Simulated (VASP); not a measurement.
A run of VASP 6.6.1:

The input POSCAR:

```
TiO2
1.0
    4.9651526365      0.0000000000      0.0000000000
    0.0000000000      4.9651526365      0.0000000000
    0.0000000000      0.0000000000      3.2323149227
Ti O
2 4
Direct
    0.0000000000      0.0000000000      0.0000000000
    0.5000000000      0.5000000000      0.5000000000
    0.3051400959      0.3051400959      0.0000000000
    0.1948599041      0.8051400959      0.5000000000
    0.6948599041      0.6948599041      0.0000000000
    0.8051400959      0.1948599041      0.5000000000
```

File INCAR.step1:

```
  PREC = Accurate
  ENCUT = 520
  ISMEAR = 0
  SIGMA = 0.05
  LREAL = F
  LASPH = T
  NELM = 150
  LMAXMIX = 4
  LDAU = T
  LDAUTYPE = 2
  LDAUL = 2 -1
  LDAUU = 4 0
  LDAUJ = 0 0
  NBANDS = 33
  GGA = PE
  ALGO = Normal
  EDIFF = 1E-4
  LWAVE = T
  LCHARG = F
```

Contents of INCAR.step2:

```
  PREC = Accurate
  ENCUT = 520
  EDIFF = 1E-7
  ISMEAR = 0
  SIGMA = 0.05
  LREAL = F
  LASPH = T
  NELM = 150
  ALGO = Normal
  ISIF = 2
  LWAVE = F
  LCHARG = T
  LMAXMIX = 4
  LDAU = T
  LDAUTYPE = 2
  LDAUL = 2 -1
  LDAUU = 4 0
  LDAUJ = 0 0
  LDAUPRINT = 1
  METAGGA = R2SCAN
  LMIXTAU = T
  LELF = T
  LVHAR = T
  NBANDS = 33
  ISTART = 1
```

The input KPOINTS:

```
regular mesh
0
Gamma
  6 6 8
```

Potentials or basis: VASP PAW PBE potentials, release 64 (Ti_sv, O).

The run is started by

```console
$ cat potpaw_PBE.64/Ti_sv/POTCAR potpaw_PBE.64/O/POTCAR > POTCAR
$ cp INCAR.step1 INCAR
$ mpirun -np 1 vasp_std > vasp.out
$ cp INCAR.step2 INCAR
$ mpirun -np 1 vasp_std > vasp.out
```

Hardware: 1 thread of Intel(R) Xeon(R) 6975P-C (Granite Rapids), on a shared host.

Q: How long does it take, and how much memory?

A: Wall time 3.5 min on 1 thread of Intel(R) Xeon(R) 6975P-C (Granite Rapids), with other jobs on the host, peak memory 0.26 GiB. Counts: k points 50.
